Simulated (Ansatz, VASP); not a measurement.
# CdF2: VASP beside Ansatz

```
Cd F
1.0
     0.00000    2.77717    2.83327
     2.77717    0.00000    2.83327
     2.77717    2.77717    0.00000
Cd F
1 2
Direct
  0.00000 0.00000 0.00000
  0.25000 0.25000 0.25000
  0.75000 0.75000 0.75000
```

Alike in both runs: task single point; functional PBEsol; k mesh 8 × 8 × 8; occupations gaussian, width 0.05 eV; no spin polarisation.

```csv
,VASP,Ansatz
version,VASP 6.6.1,Ansatz 0.2.0
potentials or method,"VASP PAW PBE potentials, release 64 (Cd, F), cutoff 520 eV","scalar-relativistic, plane waves, PAW"
valence electrons in the cell,26,34
```

|  | VASP | Ansatz | Ansatz less VASP |
| --- | --- | --- | --- |
| gap on the k mesh at the Fermi level (eV) | 2.51 | 2.53 | +0.026 |
| least direct gap on the mesh (eV) | 3.10 | 3.13 | +0.026 |
| pressure (GPa) | -9.0 | -9.3 | -0.38 |
| traceless stress, the component that is largest in VASP (GPa) | -1.34 | -1.35 | -0.015 |

VASP's potentials were made for PBE, not for PBEsol. VASP's potentials hold 26 valence electrons a cell and Ansatz's 34, so a difference there can come from the potentials and not from the codes.
